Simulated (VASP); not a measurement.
Here is a VASP 6.6.1 calculation.

The input INCAR:

```
SYSTEM = Mo
PREC = Accurate
ENCUT = 520
EDIFF = 1E-6
ISMEAR = -1
SIGMA = 0.08
LREAL = .FALSE.
LASPH = .TRUE.
NELM = 100
ALGO = Normal
ISIF = 2
LWAVE = .FALSE.
LCHARG = .TRUE.
GGA = PE
LELF = .TRUE.
LVHAR = .TRUE.
NBANDS = 21
```

The input KPOINTS:

```
regular mesh
0
G
  16 16 9
  0 0 0
```

File POSCAR:

```
Mo
1.0
    2.7619339176      0.0000000000      0.0000000000
   -1.3809669588      2.3919049362      0.0000000000
    0.0000000000      0.0000000000      4.9055280992
Mo
2
Direct
    0.3333333333      0.6666666667      0.2500000000
    0.6666666667      0.3333333333      0.7500000000
```

Potentials or basis: VASP PAW PBE potentials, release 64 (Mo_sv).

Command:

```sh
$ cat potpaw_PBE.64/Mo_sv/POTCAR > POTCAR
$ mpirun -np 1 vasp_std > vasp.out
```

Problem. Predict the pressure.

Solution. -0.9 GPa.

Problem. Estimate the band gap on the k mesh.

Solution. Zero (band 14 reaches 13.00 eV, above the bottom of band 15 at 11.18 eV).

Stress tensor (GPa, compression positive):
```
-0.82  0.00  0.00
 0.00 -0.82  0.00
 0.00  0.00 -0.98
```
